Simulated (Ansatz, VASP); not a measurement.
# Two plane-wave programs on Hf3Br

```xyz
4
Lattice="4.4324 0.0000 0.0000 0.0000 4.4324 0.0000 0.0000 0.0000 4.4324" Properties=species:S:1:pos:R:3 pbc="T T T"
Hf    0.0000    2.2162    2.2162
Hf    2.2162    0.0000    2.2162
Hf    2.2162    2.2162    0.0000
Br    0.0000    0.0000    0.0000
```

Change from the starting cell: species swapped into the ScIn3 type (Pm-3m, No. 221).

Alike in both runs: task single point; functional PBE; k mesh 4 × 4 × 4; occupations gaussian, width 0.1 eV; no spin polarisation.

|  | VASP | Ansatz |
| --- | --- | --- |
| version | VASP 6.6.1 | Ansatz 0.2.0 |
| potentials or method | VASP PAW PBE potentials, release 64 (Hf_pv, Br), cutoff 520 eV | scalar-relativistic, plane waves, PAW |
| valence electrons in the cell | 37 | 85 |

VASP gave:

| Quantity | Value |
| --- | --- |
| gap on the k mesh at the Fermi level (eV) | none |
| pressure (GPa) | 0.2 |

Problem. Estimate Ansatz's values.

Solution. gap on the k mesh at the Fermi level (eV): none; pressure (GPa): 0.7.

A gap of «none» marks a metal or a gap that the smearing closes. VASP's potentials hold 37 valence electrons a cell and Ansatz's 85, so a difference there can come from the potentials and not from the codes.

Spin-orbit coupling is off throughout.
